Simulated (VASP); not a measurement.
Write the native input for VASP 6.6.1 that does the following.

- Task: single point
- Functional: PBEsol
- Potentials or basis: VASP PAW PBE potentials, release 64 (W_sv, S)
- Cutoff: 520 eV
- k mesh: 12 × 12 × 12
- Occupations: gaussian, width 0.02 eV
- Spin: no spin polarisation
- Dipole correction: no
- Further INCAR settings: ALGO = Normal; EDIFF = 1e-06; NBANDS = 20

The structure of WS2 lies in POSCAR:

```
WS2
1.0
    1.5751394537      0.9094071876      6.7412445356
   -1.5751394537      0.9094071876      6.7412445356
    0.0000000000     -1.8188143752      6.7412445356
W S
1 2
Direct
    0.0006760839      0.0006760839      0.0006760839
    0.2565625908      0.2565625908      0.2565625908
    0.4114613253      0.4114613253      0.4114613253
```

This cell differs from its parent crystal: volume scaled by 1.06, then relaxed in part.

These files were run (other wordings do the same):

INCAR

```
SYSTEM = WS2
ALGO = Normal
EDIFF = 1E-6
ENCUT = 520
GGA = PS
ISIF = 2
ISMEAR = 0
LASPH = .True.
LCHARG = .True.
LELF = .True.
LREAL = .False.
LVHAR = .True.
LWAVE = .False.
NBANDS = 20
NELM = 100
PREC = Accurate
SIGMA = 0.02
```

KPOINTS

```
k-points
0
Gamma
  12 12 12
  0 0 0
```

Potentials or basis: VASP PAW PBE potentials, release 64 (W_sv, S).

Command:

```sh
$ cat potpaw_PBE.64/W_sv/POTCAR potpaw_PBE.64/S/POTCAR > POTCAR
$ mpirun -np 1 vasp_std > vasp.out
```

Results of the run:

```yaml
Pressure: -0.3 GPa
Largest_force: 0.020 eV/Å
Band_gap_on_the_k_mesh: 1.42 eV, indirect (least direct gap 1.92 eV)
```

Caveat: the PAW data sets were made with another functional, which shifts forces and pressure a little; spin-orbit coupling is left out, which moves the levels of the heavy elements.

Run time: 6.3 min on 1 thread of Intel(R) Xeon(R) 6975P-C (Granite Rapids), with other jobs on the host, peak memory 0.52 GiB.
